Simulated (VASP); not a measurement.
Runs of VASP 6.6.1 on Cd. The structure is that of space group P6_3/mmc (No. 194), or close to it. The cells are those of the table. 

| level | potentials or basis | cell | k mesh | cutoff (eV) | smearing | grid for exact exchange (PRECFOCK) | share of exact exchange | gap on the mesh (eV) | pressure (GPa) |
| --- | --- | --- | --- | --- | --- | --- | --- | --- | --- |
| LDA | VASP PAW LDA potentials, release 64 (Cd_sv_GW) | a = 2.939, b = 2.939, c = 5.542 Å, angles 90.0, 90.0, 120.0°, 2 atoms | 10 × 10 × 5 | 630 | fermi-dirac 0.05 eV | - | - | none | -2.3 |
| B3LYP+D3(BJ) | VASP PAW PBE potentials, release 64 (Cd_sv_GW) | a = 2.979, b = 2.979, c = 5.618 Å, angles 90.0, 90.0, 120.0°, 2 atoms | 5 × 5 × 3 | 470 | gaussian 0.1 eV | Normal | 0.2 | none | (b) |
| r2SCAN | VASP PAW PBE potentials, release 64 (Cd_sv_GW) | a = 2.959, b = 2.959, c = 5.580 Å, angles 90.0, 90.0, 120.0°, 2 atoms | 10 × 10 × 5 | 700 | fermi-dirac 0.05 eV | - | - | none | 1.8 |
| PBEsol | VASP PAW PBE potentials, release 64 (Cd_sv_GW) | a = 2.918, b = 2.918, c = 5.503 Å, angles 90.0, 90.0, 120.0°, 2 atoms | 10 × 10 × 5 | 630 | fermi-dirac 0.05 eV | - | - | none | 2.1 |
| BLYP+D3(BJ) | VASP PAW PBE potentials, release 64 (Cd_sv_GW) | a = 2.988, b = 2.988, c = 5.579 Å, angles 90.0, 90.0, 120.0°, 2 atoms | 10 × 10 × 5 | 630 | fermi-dirac 0.05 eV | - | - | none | 0.0 |
| LDA | VASP PAW LDA potentials, release 64 (Cd_sv_GW) | a = 2.999, b = 2.999, c = 5.655 Å, angles 90.0, 90.0, 120.0°, 2 atoms | 10 × 10 × 5 | 630 | fermi-dirac 0.05 eV | - | - | none | -5.4 |
| LDA | VASP PAW LDA potentials, release 64 (Cd_sv_GW) | a = 2.918, b = 2.918, c = 5.503 Å, angles 90.0, 90.0, 120.0°, 2 atoms | 10 × 10 × 5 | 630 | fermi-dirac 0.05 eV | - | - | none | (a) |

Alike in all rows: task single point; no spin polarisation.

Estimate the missing entries.

(a) -0.9; (b) -3.6.

Caveats: some runs use coarse meshes; the PAW data sets were made with another functional, which shifts forces and pressure a little (at least some runs); the dispersion term is far too large for a dense solid, which distorts pressure and volume (at least some runs); the cell stands under tension (at least some runs).

A k mesh can miss the band edges, and the runs leave out spin-orbit coupling on Cd.

A gap of «none» marks levels without a gap at the run's occupations.
